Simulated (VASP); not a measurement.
# FeCo (Wairauite) (Pm-3m) in VASP: a series of runs

The runs below take FeCo (Wairauite) through single point, with PBE.

Everything below comes from runs of VASP 6.6.1. Logs are shortened: lines on timing, memory, paths and dates and some standing lists are left out, and cuts for length are marked.

### 1 The cell of the first run

Symmetry: Pm-3m, No. 221, cubic system. The conventional cell has a = 2.723 Å, b = 2.723 Å, c = 2.723 Å, α = 90.00°, β = 90.00°, γ = 90.00°. Fe (site symmetry m-3m) has 8 Co at 2.36 Å and 6 Fe at 2.72 Å within 3.1 Å. Co (site symmetry m-3m) has 8 Fe at 2.36 Å and 6 Co at 2.72 Å within 3.1 Å.

### 2 Single point, PBE (volume scaled by 0.960)

INCAR reads:

```
PREC = Accurate
ENCUT = 600
EDIFF = 1E-6
ISMEAR = 0
SIGMA = 0.05
LREAL = False
LASPH = True
NELM = 120
ALGO = Normal
ISIF = 2
LWAVE = False
LCHARG = False
GGA = PE
NBANDS = 16
GGA_COMPAT = False
```

KPOINTS reads:

```
regular mesh
0
Gamma
  16 16 16
```

POSCAR reads:

```
FeCo
1.0
    2.7231936910      0.0000000000      0.0000000000
    0.0000000000      2.7231936910      0.0000000000
    0.0000000000      0.0000000000      2.7231936910
Fe Co
1 1
Direct
    0.5000000000      0.5000000000      0.5000000000
    0.0000000000      0.0000000000      0.0000000000
```

Potentials or basis: VASP PAW PBE potentials, release 64 (Fe, Co).

Started as:

```sh
cat potpaw_PBE.64/Fe/POTCAR potpaw_PBE.64/Co/POTCAR > POTCAR
mpirun -np 1 vasp_std > vasp.out
```

OUTCAR:

```text
PREC = Accurate
   ENCUT = 600
   EDIFF = 1E-6
   ISMEAR = 0
   LREAL = False
   LASPH = True
   NELM = 120
   ISIF = 2
   GGA = PE

 ion  position               nearest neighbor table
   1  0.500  0.500  0.500-   2 2.36   2 2.36   2 2.36   2 2.36   2 2.36   2 2.36   2 2.36   2 2.36

   2  0.000  0.000  0.000-   1 2.36   1 2.36   1 2.36   1 2.36   1 2.36   1 2.36   1 2.36   1 2.36

  LATTYP: Found a simple cubic cell.
 ALAT       =     2.7231936910

  Lattice vectors:

 A1 = (   2.7231936910,   0.0000000000,   0.0000000000)
 A2 = (   0.0000000000,   2.7231936910,   0.0000000000)
 A3 = (   0.0000000000,   0.0000000000,   2.7231936910)

Analysis of symmetry for initial positions (statically):
=====================================================================
 Subroutine PRICEL returns:
 Original cell was already a primitive cell.

 Routine SETGRP: Setting up the symmetry group for a
 simple cubic supercell.

 Subroutine GETGRP returns: Found 48 space group operations
 (whereof 48 operations were pure point group operations)
 out of a pool of 48 trial point group operations.

The static configuration has the point symmetry O_h .

Analysis of symmetry for dynamics (positions and initial velocities):
=====================================================================
 Subroutine PRICEL returns:
 Original cell was already a primitive cell.

 Routine SETGRP: Setting up the symmetry group for a
 simple cubic supercell.

 Subroutine GETGRP returns: Found 48 space group operations
 (whereof 48 operations were pure point group operations)
 out of a pool of 48 trial point group operations.

The dynamic configuration has the point symmetry O_h .

 Subroutine INISYM returns: Found 48 space group operations
 (whereof 48 operations are pure point group operations),
 and found     1 'primitive' translations

----------------------------------------------------------------------------------------

                                     Primitive cell

  volume of cell :      20.1946

  direct lattice vectors                    reciprocal lattice vectors
     2.723193691  0.000000000  0.000000000     0.367215892  0.000000000  0.000000000
     0.000000000  2.723193691  0.000000000     0.000000000  0.367215892  0.000000000
     0.000000000  0.000000000  2.723193691     0.000000000  0.000000000  0.367215892

  length of vectors
     2.723193691  2.723193691  2.723193691     0.367215892  0.367215892  0.367215892

  position of ions in fractional coordinates (direct lattice)
     0.500000000  0.500000000  0.500000000
     0.000000000  0.000000000  0.000000000

  ion indices of the primitive-cell ions
   primitive index   ion index
                 1           1
                 2           2

----------------------------------------------------------------------------------------

 KPOINTS: regular mesh

Automatic generation of k-mesh.
 Grid dimensions read from file:
 generate k-points for:   16   16   16

 Generating k-lattice:

  Cartesian coordinates                     Fractional coordinates (reciprocal lattice)
     0.022950993  0.000000000  0.000000000     0.062500000  0.000000000  0.000000000
     0.000000000  0.022950993  0.000000000     0.000000000  0.062500000  0.000000000
     0.000000000  0.000000000  0.022950993     0.000000000  0.000000000  0.062500000

  Length of vectors
     0.022950993  0.022950993  0.022950993

  Shift w.r.t. Gamma in fractional coordinates (k-lattice)
     0.000000000  0.000000000  0.000000000

 Subroutine IBZKPT returns following result:
 ===========================================

 Found    165 irreducible k-points:

 Following reciprocal coordinates:
            Coordinates               Weight
  0.000000  0.000000  0.000000      1.000000
  0.062500  0.000000  0.000000      6.000000
  0.125000  0.000000  0.000000      6.000000
  0.187500  0.000000  0.000000      6.000000
  0.250000  0.000000  0.000000      6.000000
  0.312500  0.000000  0.000000      6.000000
[... 16 lines left out ...]
  0.437500  0.125000  0.000000     24.000000
  0.500000  0.125000  0.000000     12.000000
 [... further k-points ...]
   k-points           NKPTS =    165   k-points in BZ     NKDIM =    165   number of bands    NBANDS=     16
   number of dos      NEDOS =    301   number of ions     NIONS =      2
   total plane-waves  NPLWV =  13824
   dimension x,y,z NGX =    24 NGY =   24 NGZ =   24
   dimension x,y,z NGXF=    48 NGYF=   48 NGZF=   48
   ions per type =               1   1
   NGX,Y,Z   is equivalent  to a cutoff of  14.65, 14.65, 14.65 a.u.
   NGXF,Y,Z  is equivalent  to a cutoff of  29.30, 29.30, 29.30 a.u.
 SYSTEM =  unknown system
   PREC   = accura    normal or accurate (medium, high low for compatibility)
   ISTART =      0    job   : 0-new  1-cont  2-samecut
   ICHARG =      2    charge: 1-file 2-atom 10-const
   ISPIN  =      1    spin polarized calculation?
   LNONCOLLINEAR =      F non collinear calculations
   LSORBIT =      F    spin-orbit coupling
   LASPH  =      T    aspherical Exc in radial PAW
   ENCUT  =  600.0 eV  44.10 Ry    6.64 a.u.   5.44  5.44  5.44*2*pi/ulx,y,z
   NELM   =    120;   NELMIN=  2; NELMDL= -5     # of ELM steps
   EDIFF  = 0.1E-05   stopping-criterion for ELM
   LREAL  =      F    real-space projection
   EDIFFG = 0.1E-04   stopping-criterion for IOM
   NSW    =      0    number of steps for IOM
   IBRION =     -1    ionic relax: 0-MD 1-quasi-New 2-CG
   NFREE  =      0    steps in history (QN), initial steepest desc. (CG)
   ISIF   =      2    stress and relaxation
   ISYM   =      2    0-nonsym 1-usesym 2-fastsym
   POTIM  = 0.5000    time-step for ionic-motion
   TEBEG  =    0.0;   TEEND  =   0.0 temperature during run
   PSTRESS=    0.0 pullay stress
   NELECT =      17.0000    total number of electrons
   NUPDOWN=      -1.0000    fix difference up-down
   EMIN   =  10.00;   EMAX   =-10.00  energy-range for DOS
   EFERMI =   0.00;   METHOD = LEGACY
   ISMEAR =     0;   SIGMA  =   0.05  broadening in eV -4-tet -1-fermi 0-gaus
   EFERMI_NEDOS =   21; number of points for ismear=-14 and -15
   IALGO  =     38    algorithm
   IMIX   =      4    mixing-type and parameters
     AMIX     =   0.40;   BMIX     =  1.00
     AMIX_MAG =   1.60;   BMIX_MAG =  1.00
  volume/ion in A,a.u.               =      10.10        68.14
  Fermi-wavevector in a.u.,A,eV,Ry     =   1.545774  2.921089 32.509987  2.389417
  Thomas-Fermi vector in A             =   2.651105
   LORBIT       =      0    0 simple, 1 ext, 2 COOP (PROOUT), +10 PAW based schemes
   GGA     = PE    functional components
   LHFCALC =     F    Hartree Fock is set to
   AEXX    =    0.0000 exact exchange contribution
   IVDW    =     0    specifies the selected vdW correction
   LEPSILON=     F    determine dielectric tensor
   LRPA    =     F    only Hartree local field effects (RPA)
 non-spin polarized calculation
 Gauss-broadening in eV      SIGMA  =   0.05
  energy-cutoff  :      600.00
  volume of cell :       20.19
 maximum number of plane-waves:       695
 NGX is ok and might be reduce to    24
   NGX = 11   NGY = 11   NGZ = 11

 number of electron      17.0000001 magnetization

 Free energy of the ion-electron system (eV)
  ---------------------------------------------------
  ext. energy  EPLUGINS =         0.00000000
  ---------------------------------------------------
  free energy    TOTEN  =       -14.30271555 eV

  energy without entropy =      -14.29322040  energy(sigma->0) =      -14.29796797

 E-fermi :   9.1428     XC(G=0): -13.8423

 val. band max:        9.1395499795   @ k =   0.2500   0.2500   0.1875
 cond. band min:       9.1433285965   @ k =   0.1875   0.0000   0.0000
 fundamental gap:      0.0037786170
 Fermi energy:         9.1427796963

 k-point     1 :       0.0000    0.0000    0.0000
  band No.  band energies     occupation
      1       0.0077      2.00000
      2       4.4197      2.00000
      3       4.4197      2.00000
      4       7.2378      2.00000
      5       7.2378      2.00000
      6       7.2378      2.00000
[... 8 lines left out ...]
     15      26.2926      0.00000
     16      26.2926      0.00000

 k-point     2 :       0.0625    0.0000    0.0000
  band No.  band energies     occupation
      1       0.0961      2.00000
      2       4.4587      2.00000
      3       4.4607      2.00000
      4       7.2356      2.00000
      5       7.2356      2.00000
      6       7.2628      2.00000
[... 8 lines left out ...]
     15      26.3127      0.00000
     16      26.7411      0.00000

 k-point     3 :       0.1250    0.0000    0.0000
  band No.  band energies     occupation
      1       0.3583      2.00000
      2       4.5681      2.00000
      3       4.5826      2.00000
      4       7.2314      2.00000
      5       7.2314      2.00000
      6       7.3370      2.00000
[... 8 lines left out ...]
     15      26.3741      0.00000
     16      27.6011      0.00000

 k-point     4 :       0.1875    0.0000    0.0000
  band No.  band energies     occupation
      1       0.7846      2.00000
      2       4.7248      2.00000
      3       4.7818      2.00000
      4       7.2321      2.00000
      5       7.2321      2.00000
      6       7.4576      2.00000
[... 8 lines left out ...]
     15      26.4808      0.00000
     16      28.3054      0.00000
[... 324 lines left out ...]
 k-point    22 :       0.3750    0.1250    0.0000
  band No.  band energies     occupation
      1       3.0415      2.00000
      2       5.0660      2.00000
      3       5.8199      2.00000
      4       6.9496      2.00000
      5       7.0106      2.00000
      6       7.7035      2.00000
[... 8 lines left out ...]
     15      26.8228      0.00000
     16      28.0394      0.00000

 k-point    23 :       0.4375    0.1250    0.0000
  band No.  band energies     occupation
      1       3.7542      2.00000
      2       4.8286      2.00000
      3       6.1736      2.00000
      4       6.8258      2.00000
      5       7.0463      2.00000
      6       7.4379      2.00000
[... 8 lines left out ...]
     15      26.6511      0.00000
     16      28.4764      0.00000

 k-point    24 :       0.5000    0.1250    0.0000
  band No.  band energies     occupation
      1       4.3410      2.00000
      2       4.4129      2.00000
      3       6.4635      2.00000
      4       6.5899      2.00000
      5       7.1627      2.00000
      6       7.2621      2.00000
[... 8 lines left out ...]
     15      27.9723      0.00000
     16      28.2775      0.00000

 [... further k-points ...]

------------------------ aborting loop because EDIFF is reached ----------------------------------------

  FORCE on cell =-STRESS in cart. coord.  units (eV):
  Direction    XX          YY          ZZ          XY          YZ          ZX
  --------------------------------------------------------------------------------------
  -------------------------------------------------------------------------------------
  Total        1.3070315      1.3070315      1.3070315      0.0000000      0.0000000     -0.0000000
  in kB      103.6957736    103.6957736    103.6957736      0.0000000      0.0000000     -0.0000000
  external PRESSURE =     103.6957736 kB  Pullay stress =       0.0000000 kB

 VOLUME and BASIS-vectors are now :
 -----------------------------------------------------------------------------
  energy-cutoff  :      600.00
  volume of cell :       20.19
      direct lattice vectors                 reciprocal lattice vectors
     2.723193691  0.000000000  0.000000000     0.367215892  0.000000000  0.000000000
     0.000000000  2.723193691  0.000000000     0.000000000  0.367215892  0.000000000
     0.000000000  0.000000000  2.723193691     0.000000000  0.000000000  0.367215892

 POSITION                                       TOTAL-FORCE (eV/Angst)
 -----------------------------------------------------------------------------------
      1.36160      1.36160      1.36160         0.000000      0.000000      0.000000
      0.00000      0.00000      0.00000         0.000000      0.000000      0.000000
 -----------------------------------------------------------------------------------
    total drift:                                0.000000      0.000000     -0.000000

  FREE ENERGIE OF THE ION-ELECTRON SYSTEM (eV)
  ---------------------------------------------------
  free  energy   TOTEN  =       -14.3027155477 eV

  energy  without entropy=      -14.2932204009  energy(sigma->0) =      -14.29796797
```

Run time: 88 s. Hardware: 1 thread of Intel Xeon 8259CL, shared host; peak memory 0.2 GiB.

Results:

```
Free energy : -14.3027 eV
Pressure    : 10.4 GPa
```

Levels at points of the mesh, in eV from the Fermi level:
```csv
k point,band 6,band 7,band 8,band 9,band 10,band 11
"(0.00, 0.00, 0.00)",-1.90,-0.15,-0.15,0.93,0.93,0.93
"(0.50, 0.00, 0.00)",-1.58,-1.25,-1.25,-0.77,-0.28,0.83
"(0.50, 0.50, 0.00)",-0.17,-0.09,0.37,0.47,0.47,1.23
"(0.50, 0.50, 0.50)",-3.09,-0.13,-0.13,0.42,0.42,9.50
```

Caveat: the run has no spin polarisation, though such a crystal can be magnetic.

### 3 Single point, PBE (volume scaled by 0.980)

INCAR reads:

```
ALGO = Normal
EDIFF = 1E-6
ENCUT = 600
GGA = PE
GGA_COMPAT = F
ISIF = 2
ISMEAR = 0
LASPH = T
LCHARG = F
LREAL = F
LWAVE = F
NBANDS = 16
NELM = 120
PREC = Accurate
SIGMA = 0.05
```

KPOINTS reads:

```
k-points
0
Gamma
  16 16 16
```

POSCAR reads:

```
FeCo
1.0
    2.7419749306      0.0000000000      0.0000000000
    0.0000000000      2.7419749306      0.0000000000
    0.0000000000      0.0000000000      2.7419749306
Fe Co
1 1
Direct
    0.5000000000      0.5000000000      0.5000000000
    0.0000000000      0.0000000000      0.0000000000
```

Potentials or basis: VASP PAW PBE potentials, release 64 (Fe, Co).

Started as:

```sh
cat potpaw_PBE.64/Fe/POTCAR potpaw_PBE.64/Co/POTCAR > POTCAR
mpirun -np 1 vasp_std > vasp.out
```

Run time: 83 s. Hardware: 1 thread of Intel Xeon 8259CL, shared host; peak memory 0.2 GiB.

Results (log left out):

```
Free energy : -14.3224 eV
Pressure    : 4.4 GPa
```

Levels at points of the mesh, in eV from the Fermi level:
```tsv
k point	band 4	band 5	band 6	band 7	band 8	band 9	band 10	band 11	band 12	band 13
(0.00, 0.00, 0.00)	-1.85	-1.85	-1.85	-0.14	-0.14	0.90	0.90	0.90	10.62	10.62
(0.50, 0.00, 0.00)	-2.32	-1.54	-1.54	-1.22	-1.22	-0.75	-0.27	0.80	1.37	18.27
(0.50, 0.50, 0.00)	-3.09	-0.27	-0.16	-0.09	0.36	0.47	0.47	1.19	1.19	8.29
(0.50, 0.50, 0.50)	-3.01	-3.01	-3.01	-0.12	-0.12	0.40	0.40	9.35	9.35	9.35
```

Caveat: the run has no spin polarisation, though such a crystal can be magnetic. Spin polarisation is off, so any magnetic state and its effect on volume and gap are missing.
